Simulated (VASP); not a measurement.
The system is CuO.

```
CELL_PARAMETERS angstrom
3.17550 0.00000 0.00000
0.00000 3.17550 0.00000
0.00000 0.00000 4.64953
ATOMIC_POSITIONS crystal
Cu 0.00000 0.00000 0.00000
Cu 0.50000 0.50000 0.00000
O 0.50000 0.00000 0.26700
O 0.00000 0.50000 0.73300
```

```yaml
Program: VASP 6.6.1
Task: relaxation of cell and atoms
Functional: LDA
Potentials_or_basis: VASP PAW LDA potentials, release 64 (Cu, O)
Cutoff: 600 eV
k_mesh: 8 × 8 × 6
Occupations: fermi-dirac, width 0.05 eV
Spin: no spin polarisation
```

At the start: pressure 4.5 GPa; volume 11.72 Å³/atom.

Question: Where does the relaxation end?

Answer: Over 36 steps the energy falls by 692.9 meV/atom and the volume is 11.10 Å³/atom (-5.3 %); space group P4/mmm (No. 123, to 0.05 Å).

Step by step:
```tsv
step	energy change (eV)	largest force (eV/Å)	pressure (GPa)	volume (Å³)
1	0.0000	1.6185	4.47	46.88
2	-0.8368	1.3401	-1.81	48.90
3	-1.3669	1.3144	-8.64	50.70
4	-1.4686	1.3249	-12.05	51.31
5	-2.0192	0.4860	7.80	44.02
6	-2.0437	0.1891	19.92	41.11
7	-2.2024	0.2406	20.85	40.20
8	-2.4343	0.1054	21.03	37.23
9	-2.5772	0.2600	10.41	38.73
10	-2.6290	0.4222	0.21	40.54
11	-2.6291	0.4158	0.62	40.47
12	-2.6399	0.4061	0.64	40.65
13	-2.6678	0.3791	0.61	41.20
14	-2.7057	0.3181	1.09	42.28
15	-2.7298	0.1922	2.63	44.42
16	-2.7386	0.2041	-1.88	45.82
17	-2.7395	0.2023	-0.90	45.48
18	-2.7433	0.1739	-0.70	45.47
19	-2.7518	0.1110	-0.38	45.44
20	-2.7613	0.0498	0.20	45.37
21	-2.7684	0.0010	0.58	45.23
22	-2.7385	0.0310	-6.12	46.08
23	-2.7692	0.0023	-0.48	45.35
24	-2.7708	0.0065	-0.59	44.95
25	-2.7713	0.0124	-0.70	44.45
26	-2.7704	0.0124	1.15	43.90
27	-2.7716	0.0116	-0.03	44.28
28	-2.7716	0.0115	0.02	44.28
29	-2.7715	0.0121	-0.39	44.37
30	-2.7716	0.0125	-0.12	44.30
31	-2.7716	0.0135	-0.07	44.29
32	-2.7716	0.0131	-0.18	44.29
33	-2.7716	0.0104	0.05	44.30
34	-2.7716	0.0091	0.20	44.31
35	-2.7717	0.0099	0.14	44.34
36	-2.7717	0.0088	-0.11	44.41
```

Final structure:
```
CELL_PARAMETERS angstrom
3.79742 0.00000 0.00000
0.00000 3.79742 0.00000
0.00000 0.00000 3.07969
ATOMIC_POSITIONS crystal
Cu 0.00000 0.00000 0.00000
Cu 0.50000 0.50000 0.00000
O 0.50000 0.00000 0.99457
O 0.00000 0.50000 0.00542
```
